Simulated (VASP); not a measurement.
# BaTiO3 (R3m) in VASP: notebook, part 2 of 3

VASP 6.6.1.

## 3. Single point, r2SCAN (atom 1 (Ba) moved +0.450 Å towards its neighbour atom 2 (Ti) at 3.403 Å)

POSCAR reads:

```
BaTiO3
1.0
    2.8400536833      1.6397057586      2.3314328269
   -2.8400536833      1.6397057586      2.3314328269
    0.0000000000     -3.2794115171      2.3314328269
Ba Ti O
1 1 3
Direct
   -0.0615530136     -0.0615530136     -0.0615530136
    0.5162478494      0.5162478494      0.5162478494
    0.4897536543      0.4897536543      0.9801597377
    0.4897536543      0.9801597377      0.4897536543
    0.9801597377      0.4897536543      0.4897536543
```

INCAR.step1 reads:

```
  PREC = Accurate
  ENCUT = 520
  ISMEAR = 0
  SIGMA = 0.05
  LREAL = F
  LASPH = T
  NELM = 80
  NBANDS = 28
  GGA = PE
  ALGO = Normal
  EDIFF = 1E-4
  LWAVE = T
  LCHARG = F
```

INCAR.step2 reads:

```
  PREC = Accurate
  ENCUT = 520
  EDIFF = 1E-6
  ISMEAR = 0
  SIGMA = 0.05
  LREAL = F
  LASPH = T
  NELM = 80
  ALGO = Normal
  ISIF = 2
  LWAVE = F
  LCHARG = F
  METAGGA = R2SCAN
  LMIXTAU = T
  NBANDS = 28
  ISTART = 1
```

KPOINTS reads:

```
Automatic mesh
0
Gamma
  6 6 6
```

Potentials or basis: VASP PAW PBE potentials, release 64 (Ba_sv, Ti_sv, O).

Command:

```console
cat potpaw_PBE.64/Ba_sv/POTCAR potpaw_PBE.64/Ti_sv/POTCAR potpaw_PBE.64/O/POTCAR > POTCAR
cp INCAR.step1 INCAR
mpirun -np 1 vasp_std > vasp.out
cp INCAR.step2 INCAR
mpirun -np 1 vasp_std > vasp.out
```

OUTCAR:

```text
PREC = Accurate
   ENCUT = 520
   EDIFF = 1E-6
   ISMEAR = 0
   LREAL = F
   LASPH = T
   NELM = 80
   ISIF = 2
   METAGGA = R2SCAN
   ISTART = 1

 ion  position               nearest neighbor table
   1  0.938  0.938  0.938-   4 2.56   5 2.56   3 2.56   5 2.86   4 2.86   3 2.86   3 2.86   5 2.86
                             4 2.86   2 2.95   4 3.15   5 3.15   3 3.15   2 3.34   2 3.34   2 3.34
   2  0.516  0.516  0.516-   3 1.87   4 1.87   5 1.87   3 2.16   4 2.16   5 2.16   1 2.95   1 3.34
                             1 3.34   1 3.34   1 3.70   1 3.70   1 3.70
   3  0.490  0.490  0.980-   2 1.87   2 2.16   1 2.56   1 2.86   1 2.86   1 3.15
   4  0.490  0.980  0.490-   2 1.87   2 2.16   1 2.56   1 2.86   1 2.86   1 3.15
   5  0.980  0.490  0.490-   2 1.87   2 2.16   1 2.56   1 2.86   1 2.86   1 3.15

  LATTYP: Found a trigonal (rhomboedric) cell.
 ALAT       =     4.0236946859
 COS(alpha) =     0.0036015225

  Lattice vectors:

 A1 = (   2.8400536833,   1.6397057586,   2.3314328269)
 A2 = (  -2.8400536833,   1.6397057586,   2.3314328269)
 A3 = (   0.0000000000,  -3.2794115171,   2.3314328269)

Analysis of symmetry for initial positions (statically):
=====================================================================
 Subroutine PRICEL returns:
 Original cell was already a primitive cell.

 Routine SETGRP: Setting up the symmetry group for a
 trigonal (rhombohedral) supercell.

 Subroutine GETGRP returns: Found  6 space group operations
 (whereof  6 operations were pure point group operations)
 out of a pool of 12 trial point group operations.

The static configuration has the point symmetry C_3v.

Analysis of symmetry for dynamics (positions and initial velocities):
=====================================================================
 Subroutine PRICEL returns:
 Original cell was already a primitive cell.

 Routine SETGRP: Setting up the symmetry group for a
 trigonal (rhombohedral) supercell.

 Subroutine GETGRP returns: Found  6 space group operations
 (whereof  6 operations were pure point group operations)
 out of a pool of 12 trial point group operations.

The dynamic configuration has the point symmetry C_3v.

 Subroutine INISYM returns: Found  6 space group operations
 (whereof  6 operations are pure point group operations),
 and found     1 'primitive' translations

----------------------------------------------------------------------------------------

                                     Primitive cell

  volume of cell :      65.1428

  direct lattice vectors                    reciprocal lattice vectors
     2.840053683  1.639705759  2.331432827     0.176053010  0.101644253  0.142973595
    -2.840053683  1.639705759  2.331432827    -0.176053010  0.101644253  0.142973595
     0.000000000 -3.279411517  2.331432827     0.000000000 -0.203288506  0.142973595

  length of vectors
     4.023694686  4.023694686  4.023694686     0.248531015  0.248531015  0.248531015

  position of ions in fractional coordinates (direct lattice)
     0.938446986  0.938446986  0.938446986
     0.516247849  0.516247849  0.516247849
     0.489753654  0.489753654  0.980159738
     0.489753654  0.980159738  0.489753654
     0.980159738  0.489753654  0.489753654

  ion indices of the primitive-cell ions
   primitive index   ion index
                 1           1
                 2           2
                 3           3
                 4           4
[... 25 lines left out ...]

 Found     32 irreducible k-points:

 Following reciprocal coordinates:
            Coordinates               Weight
  0.000000  0.000000  0.000000      1.000000
  0.166667 -0.000000 -0.000000      6.000000
  0.333333 -0.000000 -0.000000      6.000000
  0.500000 -0.000000 -0.000000      3.000000
  0.166667  0.166667 -0.000000      6.000000
  0.333333  0.166667 -0.000000     12.000000
[... 16 lines left out ...]
  0.500000  0.500000  0.166667      6.000000
 -0.333333  0.500000  0.166667     12.000000
 [... further k-points ...]
   k-points           NKPTS =     32   k-points in BZ     NKDIM =     32   number of bands    NBANDS=     28
   number of dos      NEDOS =    301   number of ions     NIONS =      5
   total plane-waves  NPLWV =  27000
   dimension x,y,z NGX =    30 NGY =   30 NGZ =   30
   dimension x,y,z NGXF=    60 NGYF=   60 NGZF=   60
   ions per type =               1   1   3
   NGX,Y,Z   is equivalent  to a cutoff of  12.40, 12.40, 12.40 a.u.
   NGXF,Y,Z  is equivalent  to a cutoff of  24.79, 24.79, 24.79 a.u.
 SYSTEM =  unknown system
   PREC   = accura    normal or accurate (medium, high low for compatibility)
   ISTART =      1    job   : 0-new  1-cont  2-samecut
   ICHARG =      0    charge: 1-file 2-atom 10-const
   ISPIN  =      1    spin polarized calculation?
   LNONCOLLINEAR =      F non collinear calculations
   LSORBIT =      F    spin-orbit coupling
   LASPH  =      T    aspherical Exc in radial PAW
   ENCUT  =  520.0 eV  38.22 Ry    6.18 a.u.   7.48  7.48  7.48*2*pi/ulx,y,z
   NELM   =     80;   NELMIN=  2; NELMDL=  0     # of ELM steps
   EDIFF  = 0.1E-05   stopping-criterion for ELM
   LREAL  =      F    real-space projection
   EDIFFG = 0.1E-04   stopping-criterion for IOM
   NSW    =      0    number of steps for IOM
   IBRION =     -1    ionic relax: 0-MD 1-quasi-New 2-CG
   NFREE  =      0    steps in history (QN), initial steepest desc. (CG)
   ISIF   =      2    stress and relaxation
   ISYM   =      2    0-nonsym 1-usesym 2-fastsym
   POTIM  = 0.5000    time-step for ionic-motion
   TEBEG  =    0.0;   TEEND  =   0.0 temperature during run
   PSTRESS=    0.0 pullay stress
   NELECT =      40.0000    total number of electrons
   NUPDOWN=      -1.0000    fix difference up-down
   EMIN   =  10.00;   EMAX   =-10.00  energy-range for DOS
   EFERMI =   0.00;   METHOD = LEGACY
   ISMEAR =     0;   SIGMA  =   0.05  broadening in eV -4-tet -1-fermi 0-gaus
   EFERMI_NEDOS =   21; number of points for ismear=-14 and -15
   IALGO  =     38    algorithm
   IMIX   =      4    mixing-type and parameters
     AMIX     =   0.40;   BMIX     =  1.00
     AMIX_MAG =   1.60;   BMIX_MAG =  1.00
  volume/ion in A,a.u.               =      13.03        87.92
  Fermi-wavevector in a.u.,A,eV,Ry     =   1.391466  2.629490 26.343298  1.936178
  Thomas-Fermi vector in A             =   2.515302
   LORBIT       =      0    0 simple, 1 ext, 2 COOP (PROOUT), +10 PAW based schemes
   METAGGA = R2SCAN    functional components
   LHFCALC =     F    Hartree Fock is set to
   AEXX    =    0.0000 exact exchange contribution
   IVDW    =     0    specifies the selected vdW correction
   LEPSILON=     F    determine dielectric tensor
   LRPA    =     F    only Hartree local field effects (RPA)
 non-spin polarized calculation
 Gauss-broadening in eV      SIGMA  =   0.05
  energy-cutoff  :      520.00
  volume of cell :       65.14
 maximum number of plane-waves:      1776
 NGX is ok and might be reduce to    30
   NGX = 15   NGY = 15   NGZ = 15

 number of electron      40.0000010 magnetization

 Free energy of the ion-electron system (eV)
  ---------------------------------------------------
  ext. energy  EPLUGINS =         0.00000000
  ---------------------------------------------------
  free energy    TOTEN  =       -73.51082966 eV

  energy without entropy =      -73.51082966  energy(sigma->0) =      -73.51082966

 E-fermi :   3.5369     XC(G=0): -11.7667

 val. band max:        3.2568225255   @ k =   0.5000   0.5000   0.5000
 cond. band min:       5.9870672476   @ k =   0.0000   0.0000   0.0000
 fundamental gap:      2.7302447221
 Fermi energy:         3.5368638269

 k-point     1 :       0.0000    0.0000    0.0000
  band No.  band energies     occupation
      1     -55.2702      2.00000
      2     -30.5104      2.00000
      3     -30.4687      2.00000
      4     -30.4687      2.00000
      5     -22.1458      2.00000
      6     -14.4951      2.00000
[... 733 lines left out ...]
     27      12.0838      0.00000
     28      12.7462      0.00000

 [... further k-points ...]
[... 5 lines left out ...]
  --------------------------------------------------------------------------------------
  -------------------------------------------------------------------------------------
  Total        1.3901576      1.3901576      6.0365421      0.0000000      0.0000000     -0.0000000
  in kB       34.1907006     34.1907006    148.4677707      0.0000000      0.0000000     -0.0000000
  external PRESSURE =      72.2830573 kB  Pullay stress =       0.0000000 kB

 VOLUME and BASIS-vectors are now :
 -----------------------------------------------------------------------------
  energy-cutoff  :      520.00
  volume of cell :       65.14
      direct lattice vectors                 reciprocal lattice vectors
     2.840053683  1.639705759  2.331432827     0.176053010  0.101644253  0.142973595
    -2.840053683  1.639705759  2.331432827    -0.176053010  0.101644253  0.142973595
     0.000000000 -3.279411517  2.331432827     0.000000000 -0.203288506  0.142973595

 POSITION                                       TOTAL-FORCE (eV/Angst)
 -----------------------------------------------------------------------------------
      0.00000      0.00000      6.56378        -0.000000      0.000000      3.906274
      0.00000      0.00000      3.61079        -0.000000     -0.000000     -2.252563
      0.00000     -1.60824      4.56883        -0.000000     -0.139698     -0.551237
     -1.39278      0.80412      4.56883        -0.120982      0.069849     -0.551237
      1.39278      0.80412      4.56883         0.120982      0.069849     -0.551237
 -----------------------------------------------------------------------------------
    total drift:                               -0.000000     -0.000001      0.004446

  FREE ENERGIE OF THE ION-ELECTRON SYSTEM (eV)
  ---------------------------------------------------
  free  energy   TOTEN  =       -73.5108296628 eV

  energy  without entropy=      -73.5108296628  energy(sigma->0) =      -73.51082966
```

Wall time 5.1 min (1 thread of AMD EPYC, shared host); peak memory 0.18 GiB.

What came out:

```
Free energy            : -73.5108 eV
Pressure               : 7.2 GPa
Largest force          : 3.906 eV/Å
Band gap on the k mesh : 2.73 eV, indirect (least direct gap 3.15 eV)
```

Forces in eV/Å, atoms in the order of the input:
```
Ba   0.000  0.000  3.906
Ti   0.000  0.000 -2.253
O    0.000 -0.140 -0.551
O   -0.121  0.070 -0.551
O    0.121  0.070 -0.551
```

Caveat: the cell differs from its parent crystal (atom 1 (Ba) moved +0.450 Å towards its neighbour atom 2 (Ti) at 3.403 Å); the PAW data sets were made with another functional, which shifts forces and pressure a little; spin-orbit coupling is left out, which moves the levels of the heavy elements.

## 4. Single point, r2SCAN (atom 1 (Ba) moved -0.300 Å towards its neighbour atom 2 (Ti) at 3.403 Å)

POSCAR, as its differences from that of step 3:

```diff
@@ -8,3 +8,3 @@
 Direct
-   -0.0615530136     -0.0615530136     -0.0615530136
+    0.0456771829      0.0456771829      0.0456771829
     0.5162478494      0.5162478494      0.5162478494
```

INCAR.step1 reads:

```
ALGO = Normal ; EDIFF = 1E-4
ENCUT = 520 ; GGA = PE
ISMEAR = 0 ; LASPH = True
LCHARG = False ; LREAL = False
LWAVE = True ; NBANDS = 28
NELM = 60 ; PREC = Accurate
SIGMA = 0.05
```

INCAR.step2 reads:

```
ALGO = Normal ; EDIFF = 1E-7
ENCUT = 520 ; ISIF = 2
ISMEAR = 0 ; ISTART = 1
LASPH = True ; LCHARG = False
LMIXTAU = True ; LREAL = False
LWAVE = False ; METAGGA = R2SCAN
NBANDS = 28 ; NELM = 60
PREC = Accurate ; SIGMA = 0.05
```

KPOINTS reads:

```
k-points
0
Gamma
  6 6 6
```

Potentials or basis: VASP PAW PBE potentials, release 64 (Ba_sv, Ti_sv, O).

Command:

```console
cat potpaw_PBE.64/Ba_sv/POTCAR potpaw_PBE.64/Ti_sv/POTCAR potpaw_PBE.64/O/POTCAR > POTCAR
cp INCAR.step1 INCAR
mpirun -np 1 vasp_std > vasp.out
cp INCAR.step2 INCAR
mpirun -np 1 vasp_std > vasp.out
```

OUTCAR:

```text
EDIFF = 1E-7
   ENCUT = 520
   ISIF = 2
   ISMEAR = 0
   ISTART = 1
   LASPH = True
   LREAL = False
   METAGGA = R2SCAN
   NELM = 60
   PREC = Accurate

 ion  position               nearest neighbor table
   1  0.046  0.046  0.046-   4 2.54   5 2.54   3 2.54   4 2.87   5 2.87   3 2.87   3 2.87   5 2.87
                             4 2.87   5 3.18   4 3.18   3 3.18   2 3.29   2 3.42   2 3.42   2 3.42
   2  0.516  0.516  0.516-   3 1.87   4 1.87   5 1.87   3 2.16   4 2.16   5 2.16   1 3.29   1 3.42
                             1 3.42   1 3.42   1 3.55   1 3.55   1 3.55   1 3.70
   3  0.490  0.490  0.980-   2 1.87   2 2.16   1 2.54   1 2.87   1 2.87   1 3.18
   4  0.490  0.980  0.490-   2 1.87   2 2.16   1 2.54   1 2.87   1 2.87   1 3.18
   5  0.980  0.490  0.490-   2 1.87   2 2.16   1 2.54   1 2.87   1 2.87   1 3.18

  LATTYP: Found a trigonal (rhomboedric) cell.
 ALAT       =     4.0236946859
 COS(alpha) =     0.0036015225

  Lattice vectors:

 A1 = (   2.8400536833,   1.6397057586,   2.3314328269)
 A2 = (  -2.8400536833,   1.6397057586,   2.3314328269)
 A3 = (   0.0000000000,  -3.2794115171,   2.3314328269)

Analysis of symmetry for initial positions (statically):
=====================================================================
 Subroutine PRICEL returns:
 Original cell was already a primitive cell.

 Routine SETGRP: Setting up the symmetry group for a
 trigonal (rhombohedral) supercell.

 Subroutine GETGRP returns: Found  6 space group operations
 (whereof  6 operations were pure point group operations)
 out of a pool of 12 trial point group operations.

The static configuration has the point symmetry C_3v.

Analysis of symmetry for dynamics (positions and initial velocities):
=====================================================================
 Subroutine PRICEL returns:
 Original cell was already a primitive cell.

 Routine SETGRP: Setting up the symmetry group for a
[... 126 lines left out ...]
   EFERMI =   0.00;   METHOD = LEGACY
   ISMEAR =     0;   SIGMA  =   0.05  broadening in eV -4-tet -1-fermi 0-gaus
   EFERMI_NEDOS =   21; number of points for ismear=-14 and -15
   IALGO  =     38    algorithm
   IMIX   =      4    mixing-type and parameters
     AMIX     =   0.40;   BMIX     =  1.00
     AMIX_MAG =   1.60;   BMIX_MAG =  1.00
  volume/ion in A,a.u.               =      13.03        87.92
  Fermi-wavevector in a.u.,A,eV,Ry     =   1.391466  2.629490 26.343298  1.936178
  Thomas-Fermi vector in A             =   2.515302
   LORBIT       =      0    0 simple, 1 ext, 2 COOP (PROOUT), +10 PAW based schemes
   METAGGA = R2SCAN    functional components
   LHFCALC =     F    Hartree Fock is set to
   AEXX    =    0.0000 exact exchange contribution
   IVDW    =     0    specifies the selected vdW correction
   LEPSILON=     F    determine dielectric tensor
   LRPA    =     F    only Hartree local field effects (RPA)
 non-spin polarized calculation
 Gauss-broadening in eV      SIGMA  =   0.05
  energy-cutoff  :      520.00
  volume of cell :       65.14
 maximum number of plane-waves:      1776
 NGX is ok and might be reduce to    30
   NGX = 15   NGY = 15   NGZ = 15

 number of electron      40.0000009 magnetization

 Free energy of the ion-electron system (eV)
  ---------------------------------------------------
  ext. energy  EPLUGINS =         0.00000000
  ---------------------------------------------------
  free energy    TOTEN  =       -73.90535749 eV

  energy without entropy =      -73.90535749  energy(sigma->0) =      -73.90535749

 E-fermi :   3.6181     XC(G=0): -11.7808

 val. band max:        3.2862422165   @ k =   0.5000   0.5000   0.5000
 cond. band min:       6.1372353692   @ k =   0.0000   0.0000   0.0000
 fundamental gap:      2.8509931527
 Fermi energy:         3.6181152590

 k-point     1 :       0.0000    0.0000    0.0000
  band No.  band energies     occupation
      1     -55.2627      2.00000
      2     -30.4656      2.00000
      3     -30.4628      2.00000
      4     -30.4628      2.00000
      5     -22.0482      2.00000
      6     -14.4788      2.00000
[... 733 lines left out ...]
     27      12.0746      0.00000
     28      12.8349      0.00000

 [... further k-points ...]
[... 5 lines left out ...]
  --------------------------------------------------------------------------------------
  -------------------------------------------------------------------------------------
  Total        1.5806576      1.5806576      3.6051982      0.0000000      0.0000000      0.0000000
  in kB       38.8760160     38.8760160     88.6692640      0.0000000      0.0000000      0.0000000
  external PRESSURE =      55.4737653 kB  Pullay stress =       0.0000000 kB

 VOLUME and BASIS-vectors are now :
 -----------------------------------------------------------------------------
  energy-cutoff  :      520.00
  volume of cell :       65.14
      direct lattice vectors                 reciprocal lattice vectors
     2.840053683  1.639705759  2.331432827     0.176053010  0.101644253  0.142973595
    -2.840053683  1.639705759  2.331432827    -0.176053010  0.101644253  0.142973595
     0.000000000 -3.279411517  2.331432827     0.000000000 -0.203288506  0.142973595

 POSITION                                       TOTAL-FORCE (eV/Angst)
 -----------------------------------------------------------------------------------
      0.00000      0.00000      0.31948         0.000000     -0.000000     -2.619856
      0.00000      0.00000      3.61079         0.000000      0.000000      0.941073
      0.00000     -1.60824      4.56883         0.000000      0.087335      0.559594
     -1.39278      0.80412      4.56883         0.075635     -0.043668      0.559594
      1.39278      0.80412      4.56883        -0.075635     -0.043668      0.559594
 -----------------------------------------------------------------------------------
    total drift:                               -0.000000     -0.000001      0.001372

  FREE ENERGIE OF THE ION-ELECTRON SYSTEM (eV)
  ---------------------------------------------------
  free  energy   TOTEN  =       -73.9053574931 eV

  energy  without entropy=      -73.9053574931  energy(sigma->0) =      -73.90535749
```

Run time: 5.3 min. Hardware: 1 thread of AMD EPYC, shared host; peak memory 0.17 GiB.

What came out:

```yaml
Free_energy: -73.9054 eV
Pressure: 5.5 GPa
Largest_force: 2.620 eV/Å
Band_gap_on_the_k_mesh: 2.85 eV, indirect (least direct gap 3.39 eV)
```

Forces on the atoms (eV/Å):
```
Ba   0.000  0.000 -2.620
Ti   0.000  0.000  0.941
O    0.000  0.087  0.560
O    0.076 -0.044  0.560
O   -0.076 -0.044  0.560
```

Stress tensor (GPa, compression positive):
```
3.89 0.00 0.00
0.00 3.89 0.00
0.00 0.00 8.87
```

Levels at points of the mesh, in eV from the valence-band top:
| k point | band 18 | band 19 | band 20 | band 21 | band 22 | band 23 |
| --- | --- | --- | --- | --- | --- | --- |
| (0.00, 0.00, 0.00) | -0.62 | -0.54 | -0.54 | 2.85 | 2.85 | 3.04 |
| (0.50, 0.00, 0.00) | -1.42 | -0.96 | -0.95 | 2.94 | 4.05 | 4.24 |
| (0.50, 0.50, 0.00) | -0.82 | -0.75 | -0.09 | 4.16 | 4.17 | 4.56 |
| (0.50, 0.50, 0.50) | -0.19 | -0.19 | 0.00 | 4.64 | 4.81 | 4.81 |

Caveat: the cell differs from its parent crystal (atom 1 (Ba) moved -0.300 Å towards its neighbour atom 2 (Ti) at 3.403 Å); the PAW data sets were made with another functional, which shifts forces and pressure a little; spin-orbit coupling is left out, which moves the levels of the heavy elements. A k mesh can miss the band edges.

[end of part 2 of 3]
